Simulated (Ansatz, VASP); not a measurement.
## NaF: VASP beside Ansatz

```
Na F
1.0
     0.00000    2.28536    2.28536
     2.28536    0.00000    2.28536
     2.28536    2.28536    0.00000
Na F
1 1
Direct
  0.00000 0.00000 0.00000
  0.50000 0.50000 0.50000
```

Alike in both runs: task single point; functional r2SCAN; dispersion rVV10; k mesh 10 × 10 × 10; occupations fermi-dirac, width 0.03 eV; no spin polarisation.

|  | VASP | Ansatz |
| --- | --- | --- |
| version | VASP 6.6.1 | Ansatz 0.2.0 |
| potentials or method | VASP PAW PBE potentials, release 64 (Na_pv, F) | plane waves, PAW |
| plane-wave cutoff (eV) | 520 | 500 |
| valence electrons in the cell | 14 | 16 |

```csv
,VASP,Ansatz,Ansatz less VASP
gap on the k mesh at the Fermi level (eV),7.33,7.29,-0.038
pressure (GPa),-0.9,0.0,+0.92
```

VASP's potentials were made for PBE, not for r2SCAN. VASP's potentials hold 14 valence electrons a cell and Ansatz's 16, so a difference there can come from the potentials and not from the codes.
